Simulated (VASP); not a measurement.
# MgO in VASP: further runs

MgO is run at these levels: r2SCAN, HSE06; tasks: single point.

Everything below comes from runs of VASP 6.6.1. Logs are shortened: lines on timing, memory, paths and dates and some standing lists are left out, and cuts for length are marked.

**1. The cell of the first run**

It takes space group P4/mmm (No. 123, tetragonal). Conventional cell: a = 2.623 Å, b = 2.623 Å, c = 2.752 Å, α = 90.00°, β = 90.00°, γ = 90.00°. Mg (site symmetry 4/mmm) has 8 O at 2.31 Å and 6 Mg at 2.62 to 2.75 Å within 3.1 Å. O (site symmetry 4/mmm) has 8 Mg at 2.31 Å and 6 O at 2.62 to 2.75 Å within 3.1 Å.

**2. Single point, r2SCAN (uniaxial x strain +4.9%)**

Contents of POSCAR:

```
MgO
1.0
    2.7516308250      0.0000000000      0.0000000000
    0.0000000000      2.6233490561      0.0000000000
    0.0000000000      0.0000000000      2.6233490561
Mg O
1 1
Direct
    0.0000000000      0.0000000000      0.0000000000
    0.5000000000      0.5000000000      0.5000000000
```

Contents of INCAR.step1:

```
SYSTEM = MgO
ALGO = Normal
EDIFF = 1E-4
ENCUT = 520
GGA = PE
ISMEAR = 0
LASPH = .True.
LCHARG = .False.
LREAL = .False.
LWAVE = .True.
NBANDS = 11
NELM = 80
PREC = Accurate
SIGMA = 0.01
```

Contents of INCAR.step2:

```
SYSTEM = MgO
ALGO = Normal
EDIFF = 1E-6
ENCUT = 520
ISIF = 2
ISMEAR = 0
ISTART = 1
LASPH = .True.
LCHARG = .True.
LELF = .True.
LMIXTAU = .True.
LREAL = .False.
LVHAR = .True.
LWAVE = .False.
METAGGA = R2SCAN
NBANDS = 11
NELM = 80
PREC = Accurate
SIGMA = 0.01
```

Contents of KPOINTS:

```
k-points
0
Gamma
  10 10 10
  0 0 0
```

Potentials or basis: VASP PAW PBE potentials, release 64 (Mg, O).

Launch:

```sh
$ cat potpaw_PBE.64/Mg/POTCAR potpaw_PBE.64/O/POTCAR > POTCAR
$ cp INCAR.step1 INCAR
$ mpirun -np 1 vasp_std > vasp.out
$ cp INCAR.step2 INCAR
$ mpirun -np 1 vasp_std > vasp.out
```

OUTCAR:

```text
SYSTEM = MgO
   EDIFF = 1E-6
   ENCUT = 520
   ISIF = 2
   ISMEAR = 0
   ISTART = 1
   LASPH = .True.
   LREAL = .False.
   METAGGA = R2SCAN
   NELM = 80
   PREC = Accurate

 ion  position               nearest neighbor table
   1  0.000  0.000  0.000-   2 2.31   2 2.31   2 2.31   2 2.31   2 2.31   2 2.31   2 2.31   2 2.31

   2  0.500  0.500  0.500-   1 2.31   1 2.31   1 2.31   1 2.31   1 2.31   1 2.31   1 2.31   1 2.31

  LATTYP: Found a simple tetragonal cell.
 ALAT       =     2.6233490561
 C/A-ratio  =     1.0489000000

  Lattice vectors:

 A1 = (   0.0000000000,   2.6233490561,   0.0000000000)
 A2 = (   0.0000000000,   0.0000000000,   2.6233490561)
 A3 = (   2.7516308250,   0.0000000000,   0.0000000000)

Analysis of symmetry for initial positions (statically):
=====================================================================
 Subroutine PRICEL returns:
 Original cell was already a primitive cell.

 Routine SETGRP: Setting up the symmetry group for a
 simple tetragonal supercell.

 Subroutine GETGRP returns: Found 16 space group operations
 (whereof 16 operations were pure point group operations)
 out of a pool of 16 trial point group operations.

The static configuration has the point symmetry D_4h.

Analysis of symmetry for dynamics (positions and initial velocities):
=====================================================================
 Subroutine PRICEL returns:
 Original cell was already a primitive cell.

 Routine SETGRP: Setting up the symmetry group for a
 simple tetragonal supercell.

 Subroutine GETGRP returns: Found 16 space group operations
 (whereof 16 operations were pure point group operations)
 out of a pool of 16 trial point group operations.

The dynamic configuration has the point symmetry D_4h.

 Subroutine INISYM returns: Found 16 space group operations
 (whereof 16 operations are pure point group operations),
 and found     1 'primitive' translations

----------------------------------------------------------------------------------------

                                     Primitive cell

  volume of cell :      18.9366

  direct lattice vectors                    reciprocal lattice vectors
     2.751630825  0.000000000  0.000000000     0.363420845  0.000000000  0.000000000
     0.000000000  2.623349056  0.000000000     0.000000000  0.381192125  0.000000000
     0.000000000  0.000000000  2.623349056     0.000000000  0.000000000  0.381192125

  length of vectors
     2.751630825  2.623349056  2.623349056     0.363420845  0.381192125  0.381192125

  position of ions in fractional coordinates (direct lattice)
     0.000000000  0.000000000  0.000000000
     0.500000000  0.500000000  0.500000000
[... 82 lines left out ...]
   NFREE  =      0    steps in history (QN), initial steepest desc. (CG)
   ISIF   =      2    stress and relaxation
   ISYM   =      2    0-nonsym 1-usesym 2-fastsym
   POTIM  = 0.5000    time-step for ionic-motion
   TEBEG  =    0.0;   TEEND  =   0.0 temperature during run
   PSTRESS=    0.0 pullay stress
   NELECT =       8.0000    total number of electrons
   NUPDOWN=      -1.0000    fix difference up-down
   EMIN   =  10.00;   EMAX   =-10.00  energy-range for DOS
   EFERMI =   0.00;   METHOD = LEGACY
   ISMEAR =     0;   SIGMA  =   0.01  broadening in eV -4-tet -1-fermi 0-gaus
   EFERMI_NEDOS =   21; number of points for ismear=-14 and -15
   IALGO  =     38    algorithm
   IMIX   =      4    mixing-type and parameters
     AMIX     =   0.40;   BMIX     =  1.00
     AMIX_MAG =   1.60;   BMIX_MAG =  1.00
  volume/ion in A,a.u.               =       9.47        63.90
  Fermi-wavevector in a.u.,A,eV,Ry     =   1.228393  2.321326 20.530507  1.508950
  Thomas-Fermi vector in A             =   2.363320
   LORBIT       =      0    0 simple, 1 ext, 2 COOP (PROOUT), +10 PAW based schemes
   METAGGA = R2SCAN    functional components
   LHFCALC =     F    Hartree Fock is set to
   AEXX    =    0.0000 exact exchange contribution
   IVDW    =     0    specifies the selected vdW correction
   LEPSILON=     F    determine dielectric tensor
   LRPA    =     F    only Hartree local field effects (RPA)
 non-spin polarized calculation
 Gauss-broadening in eV      SIGMA  =   0.01
  energy-cutoff  :      520.00
  volume of cell :       18.94
 maximum number of plane-waves:       528
   NGX = 11   NGY =  9   NGZ =  9

 number of electron       8.0000001 magnetization

 Free energy of the ion-electron system (eV)
  ---------------------------------------------------
  ext. energy  EPLUGINS =         0.00000000
  ---------------------------------------------------
  free energy    TOTEN  =       -14.44482848 eV

  energy without entropy =      -14.44482848  energy(sigma->0) =      -14.44482848

 E-fermi :   4.7427     XC(G=0): -11.6395

 val. band max:        4.5688461212   @ k =   0.5000   0.5000   0.0000
 cond. band min:       7.3119494566   @ k =   0.0000   0.0000   0.0000
 fundamental gap:      2.7431033354
 Fermi energy:         4.7426785678

 k-point     1 :       0.0000    0.0000    0.0000
  band No.  band energies     occupation
      1     -14.8614      2.00000
      2       2.9252      2.00000
      3       3.6428      2.00000
      4       3.6428      2.00000
      5       7.3119      0.00000
      6      15.3971      0.00000
      7      16.1961      0.00000
      8      24.5728      0.00000
      9      25.9108      0.00000
     10      25.9108      0.00000
     11      32.2496      0.00000
[... 309 lines left out ...]
 k-point    24 :       0.5000    0.3000    0.0000
  band No.  band energies     occupation
      1     -13.3325      2.00000
      2      -1.0010      2.00000
      3       0.9695      2.00000
      4       4.3632      2.00000
      5      11.6036      0.00000
      6      15.2941      0.00000
      7      16.9520      0.00000
      8      21.5559      0.00000
      9      24.1425      0.00000
     10      26.5476      0.00000
     11      28.6619      0.00000

 [... further k-points ...]
[... 5 lines left out ...]
  --------------------------------------------------------------------------------------
  -------------------------------------------------------------------------------------
  Total       -3.3247403      0.3170787      0.3170787      0.0000000      0.0000000      0.0000000
  in kB     -281.2975677     26.8272001     26.8272001      0.0000000      0.0000000      0.0000000
  external PRESSURE =     -75.8810558 kB  Pullay stress =       0.0000000 kB

 VOLUME and BASIS-vectors are now :
 -----------------------------------------------------------------------------
  energy-cutoff  :      520.00
  volume of cell :       18.94
      direct lattice vectors                 reciprocal lattice vectors
     2.751630825  0.000000000  0.000000000     0.363420845  0.000000000  0.000000000
     0.000000000  2.623349056  0.000000000     0.000000000  0.381192125  0.000000000
     0.000000000  0.000000000  2.623349056     0.000000000  0.000000000  0.381192125

 POSITION                                       TOTAL-FORCE (eV/Angst)
 -----------------------------------------------------------------------------------
      0.00000      0.00000      0.00000         0.000000      0.000000      0.000000
      1.37582      1.31167      1.31167         0.000000      0.000000      0.000000
 -----------------------------------------------------------------------------------
    total drift:                                0.000000      0.000000      0.000000

  FREE ENERGIE OF THE ION-ELECTRON SYSTEM (eV)
  ---------------------------------------------------
  free  energy   TOTEN  =       -14.4448284802 eV

  energy  without entropy=      -14.4448284802  energy(sigma->0) =      -14.44482848
```

OSZICAR.step1:

```text
N       E                     dE             d eps       ncg     rms          rms(c)
DAV:   1     0.123955258056E+02    0.12396E+02   -0.45917E+03  3308   0.647E+02
DAV:   2    -0.115077215441E+02   -0.23903E+02   -0.23169E+02  3202   0.128E+02
DAV:   3    -0.120062399643E+02   -0.49852E+00   -0.49800E+00  3297   0.159E+01
DAV:   4    -0.120072933768E+02   -0.10534E-02   -0.10534E-02  2949   0.833E-01
DAV:   5    -0.120072965005E+02   -0.31237E-05   -0.31237E-05  3141   0.447E-02    0.705E+00
DAV:   6    -0.104171006551E+02    0.15902E+01   -0.90179E+00  2814   0.160E+01    0.230E+00
DAV:   7    -0.103734114293E+02    0.43689E-01   -0.79882E-02  2955   0.234E+00    0.132E+00
DAV:   8    -0.103453194647E+02    0.28092E-01   -0.45407E-02  2966   0.208E+00    0.258E-01
DAV:   9    -0.103449895371E+02    0.32993E-03   -0.35516E-04  3106   0.144E-01    0.169E-01
DAV:  10    -0.103448567574E+02    0.13278E-03   -0.38748E-04  2883   0.169E-01    0.114E-02
DAV:  11    -0.103448541719E+02    0.25855E-05   -0.81424E-06  1467   0.172E-02
   1 F= -.10344854E+02 E0= -.10344854E+02  d E =-.282568E-20
```

It took 53 s on 1 thread of Intel Xeon 6975P-C, shared host; peak memory 0.15 GiB.

Results:

* Free energy: -14.4448 eV
* Pressure: -7.6 GPa
* Band gap on the k mesh: 2.74 eV, indirect (least direct gap 3.67 eV)

Stress tensor (GPa, compression positive):
```
-28.13   0.00   0.00
  0.00   2.68   0.00
  0.00   0.00   2.68
```

Caveat: the cell differs from its parent crystal (uniaxial x strain +4.9%); the PAW data sets were made with another functional, which shifts forces and pressure a little. A k mesh can miss the band edges.

**3. Single point, r2SCAN (biaxial xy strain +4.8%)**

Contents of POSCAR:

```
MgO
1.0
    2.7482204712      0.0000000000      0.0000000000
    0.0000000000      2.7482204712      0.0000000000
    0.0000000000      0.0000000000      2.6233490561
Mg O
1 1
Direct
    0.0000000000      0.0000000000      0.0000000000
    0.5000000000      0.5000000000      0.5000000000
```

Contents of INCAR.step1:

```
SYSTEM = MgO
  ALGO = Normal
  EDIFF = 1E-4
  ENCUT = 520
  GGA = PE
  ISMEAR = 0
  LASPH = .TRUE.
  LCHARG = .FALSE.
  LREAL = .FALSE.
  LWAVE = .TRUE.
  NBANDS = 11
  NELM = 80
  PREC = Accurate
  SIGMA = 0.01
```

Contents of INCAR.step2:

```
SYSTEM = MgO
  ALGO = Normal
  EDIFF = 1E-6
  ENCUT = 520
  ISIF = 2
  ISMEAR = 0
  ISTART = 1
  LASPH = .TRUE.
  LCHARG = .FALSE.
  LMIXTAU = .TRUE.
  LREAL = .FALSE.
  LWAVE = .FALSE.
  METAGGA = R2SCAN
  NBANDS = 11
  NELM = 80
  PREC = Accurate
  SIGMA = 0.01
```

Contents of KPOINTS:

```
k-points
0
G
  10 10 10
  0 0 0
```

Potentials or basis: VASP PAW PBE potentials, release 64 (Mg, O).

Launch:

```sh
$ cat potpaw_PBE.64/Mg/POTCAR potpaw_PBE.64/O/POTCAR > POTCAR
$ cp INCAR.step1 INCAR
$ mpirun -np 1 vasp_std > vasp.out
$ cp INCAR.step2 INCAR
$ mpirun -np 1 vasp_std > vasp.out
```

Wall time 49 s (1 thread of Intel Xeon 6975P-C, shared host); peak memory 0.15 GiB.

Results (log left out):

```
Free energy            : -14.3920 eV
Pressure               : -12.8 GPa
Band gap on the k mesh : 2.23 eV, indirect (least direct gap 3.03 eV)
```

Stress tensor (GPa, compression positive):
```
-22.17   0.00   0.00
  0.00 -22.17   0.00
  0.00   0.00   5.86
```

Levels at points of the mesh, in eV from the valence-band top:
| k point | band 1 | band 2 | band 3 | band 4 | band 5 | band 6 | band 7 | band 8 | band 9 |
| --- | --- | --- | --- | --- | --- | --- | --- | --- | --- |
| (0.00, 0.00, 0.00) | -19.28 | -1.48 | -1.48 | -0.80 | 2.23 | 10.51 | 11.44 | 19.55 | 19.55 |
| (0.50, 0.00, 0.00) | -18.33 | -6.43 | -1.06 | -0.44 | 7.01 | 9.09 | 14.95 | 17.00 | 17.99 |
| (0.50, 0.50, 0.00) | -17.64 | -4.82 | -4.82 | 0.00 | 4.71 | 12.22 | 12.22 | 14.19 | 20.42 |
| (0.00, 0.00, 0.50) | -18.12 | -6.18 | -0.93 | -0.93 | 6.56 | 9.58 | 14.98 | 17.41 | 17.66 |
| (0.50, 0.00, 0.50) | -17.44 | -4.66 | -4.59 | -0.43 | 5.44 | 11.65 | 12.43 | 12.96 | 18.74 |
| (0.50, 0.50, 0.50) | -16.79 | -3.72 | -3.63 | -3.63 | 7.40 | 7.83 | 7.83 | 15.89 | 18.40 |

Caveat: the cell differs from its parent crystal (biaxial xy strain +4.8%); the PAW data sets were made with another functional, which shifts forces and pressure a little.

**4. Single point, HSE06 (strain +1.2%)**

Contents of POSCAR:

```
MgO
1.0
    2.6556162495      0.0000000000      0.0000000000
    0.0000000000      2.6556162495      0.0000000000
    0.0000000000      0.0000000000      2.6556162495
Mg O
1 1
Direct
    0.0000000000      0.0000000000      0.0000000000
    0.5000000000      0.5000000000      0.5000000000
```

Contents of INCAR.step1:

```
ALGO = Normal
EDIFF = 1E-5
ENCUT = 520
GGA = PE
ISIF = 2
ISMEAR = 0
LASPH = T
LCHARG = F
LREAL = F
LWAVE = T
NBANDS = 11
NELM = 80
PREC = Accurate
SIGMA = 0.01
```

Contents of INCAR.step2:

```
ALGO = Normal
EDIFF = 1E-7
ENCUT = 520
GGA = PE
HFSCREEN = 0.2079
ISIF = 2
ISMEAR = 0
ISTART = 1
LASPH = T
LCHARG = F
LHFCALC = T
LREAL = F
LWAVE = F
NBANDS = 11
NELM = 80
PREC = Accurate
PRECFOCK = Normal
SIGMA = 0.01
```

Contents of KPOINTS:

```
k-points
0
Gamma
  6 6 6
```

Launch:

```sh
$ cat potpaw_PBE.64/Mg/POTCAR potpaw_PBE.64/O/POTCAR > POTCAR
$ cp INCAR.step1 INCAR
$ mpirun -np 1 vasp_std > vasp.out
$ cp INCAR.step2 INCAR
$ mpirun -np 1 vasp_std > vasp.out
```

It took 5.6 min on 1 thread of Intel Xeon 6975P-C, shared host; peak memory 0.24 GiB.

The run converged. Its results:

```
Free energy            : -12.5879 eV
Pressure               : -6.5 GPa
Band gap on the k mesh : 3.77 eV, indirect (least direct gap 4.82 eV)
```

Levels at points of the mesh, in eV from the valence-band top:
```csv
k point,band 1,band 2,band 3,band 4,band 5,band 6,band 7,band 8,band 9
"(0.00, 0.00, 0.00)",-20.01,-1.06,-1.06,-1.06,3.77,12.08,12.08,22.16,22.16
"(0.50, 0.00, 0.00)",-18.80,-6.78,-0.58,-0.58,8.47,11.18,16.26,19.13,19.72
"(0.50, 0.50, 0.00)",-17.92,-4.93,-4.93,0.00,6.40,14.00,14.00,15.01,21.05
"(0.50, 0.50, 0.50)",-17.09,-3.79,-3.79,-3.79,9.00,9.00,9.00,17.84,20.89
```

Caveat: the cell differs from its parent crystal (strain +1.2%); the PAW data sets were made with another functional, which shifts forces and pressure a little.

**5. Single point, HSE06 (biaxial xy strain +4.8%)**

Contents of POSCAR:

```
MgO
1.0
    2.7482204712      0.0000000000      0.0000000000
    0.0000000000      2.7482204712      0.0000000000
    0.0000000000      0.0000000000      2.6233490561
Mg O
1 1
Direct
    0.0000000000      0.0000000000      0.0000000000
    0.5000000000      0.5000000000      0.5000000000
```

Contents of INCAR.step1:

```
SYSTEM = MgO
ALGO = Normal
EDIFF = 1E-5
ENCUT = 520
GGA = PE
ISIF = 2
ISMEAR = 0
LASPH = .True.
LCHARG = .False.
LREAL = .False.
LWAVE = .True.
NBANDS = 11
NELM = 60
PREC = Accurate
SIGMA = 0.01
```

Contents of INCAR.step2:

```
SYSTEM = MgO
ALGO = Normal
EDIFF = 1E-7
ENCUT = 520
GGA = PE
HFSCREEN = 0.2079
ISIF = 2
ISMEAR = 0
ISTART = 1
LASPH = .True.
LCHARG = .False.
LHFCALC = .True.
LREAL = .False.
LWAVE = .False.
NBANDS = 11
NELM = 60
PREC = Accurate
PRECFOCK = Normal
SIGMA = 0.01
```

Contents of KPOINTS:

```
k-points
0
Gamma
  6 6 6
  0 0 0
```

Launch:

```sh
$ cat potpaw_PBE.64/Mg/POTCAR potpaw_PBE.64/O/POTCAR > POTCAR
$ cp INCAR.step1 INCAR
$ mpirun -np 1 vasp_std > vasp.out
$ cp INCAR.step2 INCAR
$ mpirun -np 1 vasp_std > vasp.out
```

Wall time 9 min (1 thread of Intel Xeon 6975P-C, shared host); peak memory 0.24 GiB.

It converged, with:

- Free energy: -12.4678 eV
- Pressure: -13.0 GPa
- Band gap on the k mesh: 2.89 eV, indirect (least direct gap 3.72 eV)

Stress tensor (GPa, compression positive):
```
-22.22   0.00   0.00
  0.00 -22.22   0.00
  0.00   0.00   5.59
```

Levels at points of the mesh, in eV from the valence-band top:
```csv
k point,band 1,band 2,band 3,band 4,band 5,band 6,band 7,band 8
"(0.00, 0.00, 0.00)",-19.92,-1.47,-1.47,-0.83,2.89,11.23,12.15,20.47
"(0.50, 0.00, 0.00)",-18.90,-6.78,-1.03,-0.45,7.80,10.06,15.65,17.90
"(0.50, 0.50, 0.00)",-18.17,-5.03,-5.03,0.00,5.39,13.20,13.20,15.06
"(0.00, 0.00, 0.50)",-18.68,-6.56,-0.90,-0.90,7.36,10.52,15.67,18.20
"(0.50, 0.00, 0.50)",-17.97,-4.92,-4.80,-0.38,6.11,12.63,13.38,13.84
"(0.50, 0.50, 0.50)",-17.29,-3.89,-3.74,-3.74,8.18,8.59,8.59,16.51
```

Caveat: the cell differs from its parent crystal (biaxial xy strain +4.8%); the PAW data sets were made with another functional, which shifts forces and pressure a little.

**6. Overview**

```tsv
level	cell	k mesh	grid for exact exchange (PRECFOCK)	screening parameter	gap on the mesh (eV)	pressure (GPa)
r2SCAN	a = 2.752, b = 2.623, c = 2.623 Å, 2 atoms	10 × 10 × 10	-	-	2.74	-7.6
r2SCAN	a = 2.748, b = 2.748, c = 2.623 Å, 2 atoms	10 × 10 × 10	-	-	2.23	-12.8
HSE06	a = 2.656 Å, 2 atoms	6 × 6 × 6	Normal	0.2079 1/Å	3.77	-6.5
HSE06	a = 2.748, b = 2.748, c = 2.623 Å, 2 atoms	6 × 6 × 6	Normal	0.2079 1/Å	2.89	-13.0
```

Alike in all rows: task single point; potentials or basis VASP PAW PBE potentials, release 64 (Mg, O); no spin polarisation; cutoff (eV) 520; smearing gaussian 0.01 eV.

Caveats: the PAW data sets were made with another functional, which shifts forces and pressure a little.

Absolute energies hang on the potentials; compare differences alone.
